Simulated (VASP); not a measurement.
TiClF:

```
Ti Cl F
1.0
     3.96007    0.00000    0.00000
    -1.98003    3.42952    0.00000
     0.00000    0.00000    4.72621
Ti Cl F
1 1 1
Cartesian
  0.0000 2.2863 2.3631
  0.0000 0.0000 0.0000
  1.9800 1.1432 2.3631
```

The cell was built from a structure type or drawn by symmetry, and may not be a known phase.

| Item | Value |
| --- | --- |
| Program | VASP 6.6.1 |
| Task | relaxation of cell and atoms |
| Functional | PBE |
| Potentials or basis | VASP PAW PBE potentials, release 64 (Ti_sv, Cl, F) |
| Cutoff | 600 eV |
| k mesh | 6 × 6 × 4 |
| Occupations | gaussian, width 0.1 eV |
| Spin | collinear spin |
| Starting moments | [1.0, 0.0, 0.0] μB |

At the start: pressure -10.0 GPa; volume 21.40 Å³/atom.

How do energy, volume and symmetry change on relaxing?

Over 8 steps the energy falls by 247.3 meV/atom and the volume is 16.01 Å³/atom (-25.2 %); space group P-6m2 (No. 187, to 0.1 Å) before and after; moment 1.99 μB per cell.

Step by step:
```
step  energy change (eV)  largest force (eV/Å)  pressure (GPa)  volume (Å³)
   1              0.0000                0.0000          -10.03        64.19
   2             -0.6677                0.0000           -3.71        52.53
   3             -0.6945                0.0000           -2.10        51.01
   4             -0.6944                0.0000            2.04        48.07
   5             -0.7041                0.0000           -0.22        49.56
   6             -0.7039                0.0000            0.14        49.29
   7             -0.7251                0.0000            0.08        48.84
   8             -0.7418                0.0000            0.08        48.02
```

Final structure:
```cif
data_structure
_symmetry_space_group_name_H-M 'P 1'
_symmetry_Int_Tables_number 1
_cell_length_a 3.6679
_cell_length_b 3.6679
_cell_length_c 4.1216
_cell_angle_alpha 90.000
_cell_angle_beta 90.000
_cell_angle_gamma 120.000
_cell_volume 48.02
loop_
_atom_site_label
_atom_site_type_symbol
_atom_site_fract_x
_atom_site_fract_y
_atom_site_fract_z
_atom_site_occupancy
Ti1 Ti 0.33333 0.66667 0.50000 1
Cl1 Cl 0.00000 0.00000 0.00000 1
F1 F 0.66667 0.33333 0.50000 1
```

Caveat: the volume moved by over 15 % at a fixed basis, so the end points are rough.
